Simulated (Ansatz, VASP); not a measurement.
# Two plane-wave programs on Cu

File INCAR:

```
PREC = Accurate ; ENCUT = 520
EDIFF = 1E-6 ; ISMEAR = 0
SIGMA = 0.15 ; LREAL = F
LASPH = T ; NELM = 60
ALGO = Fast ; ISIF = 2
LWAVE = F ; LCHARG = F
GGA = PS ; NBANDS = 18
```

KPOINTS

```
Automatic mesh
0
Gamma
  24 24 12
```

Contents of POSCAR:

```
Cu
1.0
    2.5826137945      0.0000000000      0.0000000000
   -1.2913068972      2.2366091542      0.0000000000
    0.0000000000      0.0000000000      4.3907017120
Cu
2
Direct
    0.3333333333      0.6666666667      0.2500000000
    0.6666666667      0.3333333333      0.7500000000
```

Input for Ansatz:

```yaml
crystal:
  lattice:
    - [2.5826137945, 0.0, 0.0]
    - [-1.2913068972, 2.2366091542, 0.0]
    - [0.0, 0.0, 4.390701712]
  atoms:
    - { symbol: Cu, position: [0.3333333333, 0.6666666667, 0.25] }
    - { symbol: Cu, position: [0.6666666667, 0.3333333333, 0.75] }
basis:
  ecutwfc: 520.0
kpoints:
  mp_grid: { grid: [24, 24, 12] }
hamiltonian:
  xc: pbesol
  pseudopotentials: { kind: paw }
scf:
  occupations: { method: gaussian, width: 0.15 }
output:
  forces: true
  stress: true
  eigenvalues: true
```

Alike in both runs: task single point; functional PBEsol; k mesh 24 × 24 × 12; occupations gaussian, width 0.15 eV; no spin polarisation.

```csv
,VASP,Ansatz
version,VASP 6.6.1,Ansatz 0.2.0
potentials or method,"VASP PAW PBE potentials, release 64 (Cu), cutoff 520 eV","scalar-relativistic, plane waves, PAW"
valence electrons in the cell,22,38
```

Ansatz gave:

| Item | Value |
| --- | --- |
| gap on the k mesh at the Fermi level (eV) | none |
| pressure (GPa) | -14.0 |
| traceless stress, the component that is largest in VASP (GPa) | -2.95 |

What did VASP give for the same quantities?

gap on the k mesh at the Fermi level (eV): none; pressure (GPa): -13.4; traceless stress, the component that is largest in VASP (GPa): -2.98.

VASP's potentials were made for PBE, not for PBEsol. A gap of «none» marks a metal or a gap that the smearing closes. VASP's potentials hold 22 valence electrons a cell and Ansatz's 38, so a difference there can come from the potentials and not from the codes.
